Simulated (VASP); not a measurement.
# CoO in VASP: further runs, part 2 of 2

VASP 6.6.1.

## 5. Single point, PBE+U, collinear spin, antiferromagnetic start

This run uses another cell than the first one, of 9.27 Å³/atom.

INCAR

```
PREC     = Accurate       # precision mode
ENCUT    = 700            # plane-wave cutoff, eV
EDIFF    = 1E-6           # SCF threshold, eV
ISMEAR   = 0              # smearing method
SIGMA    = 0.02           # smearing width, eV
LREAL    = F              # projectors in reciprocal space
LASPH    = T              # aspherical terms in the spheres
NELM     = 200            # most SCF steps
ALGO     = Normal         # electronic algorithm
ISIF     = 2              # what is computed and relaxed
LWAVE    = F              # write WAVECAR
LCHARG   = F              # write CHGCAR
ISPIN    = 2              # spin polarisation
MAGMOM   = 3 -3 0 0       # initial moments
LORBIT   = 11             # projections on sites
LMAXMIX  = 4              # l up to which the mixer works
LDAU     = T              # DFT+U
LDAUTYPE = 2            
LDAUL    = 2 -1           # shell
LDAUU    = 3.32 0         # U, eV
LDAUJ    = 0 0          
LDAUPRINT= 1            
GGA      = PE             # functional
NBANDS   = 35             # bands
GGA_COMPAT= F
```

KPOINTS

```
Automatic mesh
0
Gamma
  10 10 5
```

POSCAR

```
CoO
1.0
    2.6435042771      0.0000000000      0.0000000000
    0.0000000000      2.6435042771      0.0000000000
    0.0000000000      0.0000000000      5.3050933270
Co O
2 2
Direct
    0.0000000000      1.0000000000      1.0000000000
    0.0000000000      1.0000000000      0.5000000000
    0.5000000000      0.5000000000      0.2500000000
    0.5000000000      0.5000000000      0.7500000000
```

Launch:

```bash
cat potpaw_PBE.64/Co_sv/POTCAR potpaw_PBE.64/O/POTCAR > POTCAR
mpirun -np 1 vasp_std > vasp.out
```

Wall time 3.3 min (1 thread of Intel Xeon Platinum 8259CL at 2.50GHz (Skylake/Cascade Lake), shared host); peak memory 0.31 GiB.

The run converged. Its results:

- Free energy: -22.1787 eV
- Pressure: -2.7 GPa
- Band gap on the k mesh: 1.57 eV
- Net moment: 0.00 μB per cell
- Site moments: Co +2.57, -2.57; O +0.00 μB
- Valence electrons inside the program's atomic spheres: Co 14.89; O 4.95

Levels at points of the mesh, in eV from the valence-band top:
Spin up:
| k point | band 20 | band 21 | band 22 | band 23 | band 24 | band 25 | band 26 | band 27 |
| --- | --- | --- | --- | --- | --- | --- | --- | --- |
| (0.00, 0.00, 0.00) | -1.30 | -0.84 | -0.60 | -0.60 | 1.57 | 2.92 | 3.33 | 3.33 |
| (0.50, 0.00, 0.00) | -0.86 | -0.77 | -0.37 | -0.33 | 2.58 | 2.91 | 3.02 | 6.38 |
| (0.50, 0.50, 0.00) | -1.88 | -0.85 | -0.40 | -0.24 | 3.11 | 3.26 | 3.26 | 6.44 |
Spin down:
| k point | band 21 | band 22 | band 23 | band 24 | band 25 | band 26 |
| --- | --- | --- | --- | --- | --- | --- |
| (0.00, 0.00, 0.00) | -0.84 | -0.60 | -0.60 | 1.57 | 2.92 | 3.33 |
| (0.50, 0.00, 0.00) | -0.77 | -0.37 | -0.33 | 2.58 | 2.91 | 3.02 |
| (0.50, 0.50, 0.00) | -0.85 | -0.40 | -0.24 | 3.11 | 3.26 | 3.26 |

Eigenvalues of the final occupation matrices:
| site | spin | trace | eigenvalues |
| --- | --- | --- | --- |
| site 1 d | 1 | 4.64 | 0.91 0.91 0.94 0.94 0.94 |
| site 1 d | 2 | 2.07 | 0.09 0.09 0.10 0.89 0.90 |
| site 2 d | 1 | 2.07 | 0.09 0.09 0.10 0.89 0.90 |
| site 2 d | 2 | 4.64 | 0.91 0.91 0.94 0.94 0.94 |

A k mesh can miss the band edges. The state reached can hang on the start; a lower one may exist.

## 6. Single point, PBE+U, collinear spin, ferromagnetic start

This run uses another cell than the first one: it holds 2 atoms, not 4.

INCAR

```
PREC = Accurate
ENCUT = 700
EDIFF = 1E-6
ISMEAR = 0
SIGMA = 0.1
LREAL = False
LASPH = True
NELM = 200
ALGO = Normal
ISIF = 2
LWAVE = False
LCHARG = False
ISPIN = 2
MAGMOM = 3 0
LORBIT = 11
LMAXMIX = 4
LDAU = True
LDAUTYPE = 2
LDAUL = 2 -1
LDAUU = 3.32 0
LDAUJ = 0 0
LDAUPRINT = 1
GGA = PE
NBANDS = 22
GGA_COMPAT = False
```

KPOINTS

```
regular mesh
0
Gamma
  8 8 8
```

POSCAR

```
CoO
1.0
    2.5580026086      0.0000000000      0.0000000000
    0.0000000000      2.5580026086      0.0000000000
    0.0000000000      0.0000000000      2.5580026086
Co O
1 1
Direct
    0.0000000000      0.0000000000      0.0000000000
    0.5000000000      0.5000000000      0.5000000000
```

Potentials or basis: VASP PAW PBE potentials, release 64 (Co_sv, O).

Launch:

```bash
cat potpaw_PBE.64/Co_sv/POTCAR potpaw_PBE.64/O/POTCAR > POTCAR
mpirun -np 1 vasp_std > vasp.out
```

Wall time 18 s (1 thread of Intel Xeon Platinum 8375C at 2.90GHz (Ice Lake), shared host); peak memory 0.16 GiB.

It converged, with:

- Free energy: -10.8419 eV
- Pressure: 23.8 GPa
- Band gap on the k mesh: 1.53 eV (least direct gap 1.94 eV)
- Net moment: 3.00 μB per cell
- Site moments: Co +2.62; O +0.29 μB
- Valence electrons inside the program's atomic spheres: Co 14.93; O 5.02

Levels at points of the mesh, in eV from the valence-band top:
Spin up:
```
           k point  band 10  band 11  band 12  band 13  band 14  band 15  band 16  band 17
(0.00, 0.00, 0.00)    -3.89    -2.06    -2.06    -2.06     1.74    15.99    15.99    21.39
(0.50, 0.00, 0.00)    -3.82    -1.96     0.00     0.00     7.15     9.37    17.06    18.63
(0.50, 0.50, 0.00)    -4.47    -4.32    -2.12    -1.01     6.27    12.41    12.41    17.48
(0.50, 0.50, 0.50)    -2.08    -0.53    -0.53    -0.53     7.35     7.35     7.35    16.07
```
Spin down:
```
           k point  band 6  band 7  band 8  band 9  band 10  band 11  band 12  band 13  band 14  band 15
(0.00, 0.00, 0.00)   -3.69   -3.69   -1.52   -1.52    -1.52     2.48     2.66     2.67     2.67    16.42
(0.50, 0.00, 0.00)   -8.19   -3.28   -2.12   -2.12    -0.40     2.79     3.67     3.67     7.67    10.27
(0.50, 0.50, 0.00)   -5.50   -5.50   -3.13   -0.46    -0.41     1.53     1.78     1.78     7.33    13.02
(0.50, 0.50, 0.50)   -5.70   -5.70   -5.70   -0.37    -0.36     4.07     4.07     4.07     7.82     7.82
```

Eigenvalues of the final occupation matrices:
| site | spin | trace | eigenvalues |
| --- | --- | --- | --- |
| site 1 d | 1 | 4.67 | 0.91 0.91 0.95 0.95 0.95 |
| site 1 d | 2 | 2.06 | 0.09 0.09 0.09 0.89 0.89 |

Caveat: the cell stands under pressure; a cell with one magnetic atom can't hold antiferromagnetic order, which such compounds often take. A k mesh can miss the band edges.

## 7. The runs side by side

| potentials or basis | spin | cell | k mesh | cutoff (eV) | smearing | gap on the mesh (eV) | pressure (GPa) | moment (μB) |
| --- | --- | --- | --- | --- | --- | --- | --- | --- |
| VASP PAW PBE potentials, release 64 (Co, O) | collinear, antiferromagnetic start | a = 2.661, b = 2.661, c = 5.323 Å, 4 atoms, atomic positions A | 10 × 10 × 5 | 520 | gaussian 0.02 eV | 1.51 | -6.4 | 0.00 |
| VASP PAW PBE potentials, release 64 (Co, O) | collinear, antiferromagnetic start | a = 2.661, b = 2.661, c = 5.323 Å, 4 atoms, atomic positions A | 10 × 10 × 5 | 520 | fermi-dirac 0.05 eV | 1.51 | -6.4 | 0.00 |
| VASP PAW PBE potentials, release 64 (Co_sv, O) | collinear, antiferromagnetic start | a = 2.661, b = 2.661, c = 5.323 Å, 4 atoms, atomic positions A | 10 × 10 × 5 | 700 | gaussian 0.02 eV | 1.45 | -5.5 | 0.00 |
| VASP PAW PBE potentials, release 64 (Co_sv, O) | collinear, antiferromagnetic start | a = 2.644, b = 2.644, c = 5.305 Å, 4 atoms, atomic positions A | 10 × 10 × 5 | 700 | gaussian 0.02 eV | 1.57 | -2.7 | 0.00 |
| VASP PAW PBE potentials, release 64 (Co_sv, O) | collinear, ferromagnetic start | a = 2.558 Å, 2 atoms, atomic positions B | 8 × 8 × 8 | 700 | gaussian 0.1 eV | 1.53 | 23.8 | 3.00 |

Alike in all rows: task single point; level PBE+U; Co d U = 3.32 eV.

Caveats: the cell stands under tension (at least some runs); the cell stands under pressure (at least some runs); a cell with one magnetic atom can't hold antiferromagnetic order, which such compounds often take (at least some runs).

Total energies depend on the potentials used, so only differences within one code and one set of settings carry meaning.
